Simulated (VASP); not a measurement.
A run of VASP 6.6.1:

POSCAR

```
Ru
1.0
    2.1490727604      0.0000000000      0.0000000000
    0.0000000000      2.1490727604      0.0000000000
    0.0000000000      0.0000000000      2.1490727604
Ru
1
Direct
    0.0000000000      0.0000000000      0.0000000000
```

The input INCAR.step1:

```
PREC     = Accurate       # precision mode
ENCUT    = 520            # plane-wave cutoff, eV
EDIFF    = 1E-6           # SCF threshold, eV
ISMEAR   = -1             # smearing method
SIGMA    = 0.1            # smearing width, eV
LREAL    = False          # projectors in reciprocal space
LASPH    = True           # aspherical terms in the spheres
NELM     = 60             # most SCF steps
ALGO     = Normal         # electronic algorithm
ISIF     = 2              # what is computed and relaxed
LWAVE    = False          # write WAVECAR
LCHARG   = True           # write CHGCAR
LMAXMIX  = 4              # l up to which the mixer works
GGA      = PS             # functional
NBANDS   = 13             # bands
```

File KPOINTS.step1:

```
regular mesh
0
Gamma
  15 15 15
```

INCAR.step2

```
PREC     = Accurate       # precision mode
ENCUT    = 520            # plane-wave cutoff, eV
EDIFF    = 1E-6           # SCF threshold, eV
ISMEAR   = -5             # smearing method
SIGMA    = 0.1            # smearing width, eV
LREAL    = False          # projectors in reciprocal space
LASPH    = True           # aspherical terms in the spheres
NELM     = 60             # most SCF steps
ALGO     = Normal         # electronic algorithm
ISIF     = 2              # what is computed and relaxed
LWAVE    = False          # write WAVECAR
LCHARG   = False          # write CHGCAR
LMAXMIX  = 4              # l up to which the mixer works
GGA      = PS             # functional
LORBIT   = 10             # projections on sites
NBANDS   = 13             # bands
NEDOS    = 1001           # points of the DOS
ICHARG   = 11             # starting density
```

KPOINTS.step2

```
regular mesh
0
Gamma
  23 23 23
```

Potentials or basis: VASP PAW PBE potentials, release 64 (Ru_pv).

Command:

```bash
$ cat potpaw_PBE.64/Ru_pv/POTCAR > POTCAR
$ cp INCAR.step1 INCAR
$ cp KPOINTS.step1 KPOINTS
$ mpirun -np 1 vasp_std > vasp.out
$ cp INCAR.step2 INCAR
$ cp KPOINTS.step2 KPOINTS
$ mpirun -np 1 vasp_std > vasp.out
```

Hardware: 1 thread of Intel Xeon 6975P-C (shared host).

Problem. Estimate the wall time of this run.

Solution. It took 14 s on 1 thread of Intel Xeon 6975P-C (shared host), peak memory 0.16 GiB. Counts: k points 364.
